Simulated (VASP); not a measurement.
Set up this calculation in VASP 6.6.1, as the native input.

* Task: density of states
* Functional: PBE
* Potentials or basis: VASP PAW PBE potentials, release 64 (Au)
* Cutoff: 520 eV
* k mesh: 14 × 14 × 14
* Occupations: fermi-dirac, width 0.1 eV
* Spin: no spin polarisation
* Dipole correction: no
* k mesh for the DOS: 21 × 21 × 21
* Occupations for the DOS: tetrahedron
* Further INCAR settings: ALGO = Normal; EDIFF = 1e-06; NBANDS = 12

The system is Au.

```
Au
1.0
     2.74783    0.00000    0.00000
     0.00000    2.74783    0.00000
     0.00000    0.00000    2.74783
Au
1
Direct
  0.00000 0.00000 0.00000
```

One way to write it, as run:

POSCAR

```
Au
1.0
    2.7478327670      0.0000000000      0.0000000000
    0.0000000000      2.7478327670      0.0000000000
    0.0000000000      0.0000000000      2.7478327670
Au
1
Direct
    0.0000000000      0.0000000000      0.0000000000
```

INCAR.step1

```
ALGO = Normal
EDIFF = 1E-6
ENCUT = 520
GGA = PE
ISIF = 2
ISMEAR = -1
LASPH = T
LCHARG = T
LMAXMIX = 4
LREAL = F
LWAVE = F
NBANDS = 12
NELM = 100
PREC = Accurate
SIGMA = 0.1
```

KPOINTS.step1

```
k-points
0
Gamma
  14 14 14
```

INCAR.step2

```
ALGO = Normal
EDIFF = 1E-6
ENCUT = 520
GGA = PE
ICHARG = 11
ISIF = 2
ISMEAR = -5
LASPH = T
LCHARG = F
LMAXMIX = 4
LORBIT = 11
LREAL = F
LWAVE = F
NBANDS = 12
NEDOS = 1001
NELM = 100
PREC = Accurate
SIGMA = 0.1
```

KPOINTS.step2

```
k-points
0
Gamma
  21 21 21
```

Potentials or basis: VASP PAW PBE potentials, release 64 (Au).

Launch:

```bash
$ cat potpaw_PBE.64/Au/POTCAR > POTCAR
$ cp INCAR.step1 INCAR
$ cp KPOINTS.step1 KPOINTS
$ mpirun -np 1 vasp_std > vasp.out
$ cp INCAR.step2 INCAR
$ cp KPOINTS.step2 KPOINTS
$ mpirun -np 1 vasp_std > vasp.out
```

It gave:

```
Valence electrons inside the program's atomic spheres : Au 9.62
```

Caveat: spin-orbit coupling is left out, which moves the levels of the heavy elements.

Run time: 76 s on 1 thread of AMD EPYC 7R13, on a shared host, peak memory 0.15 GiB.
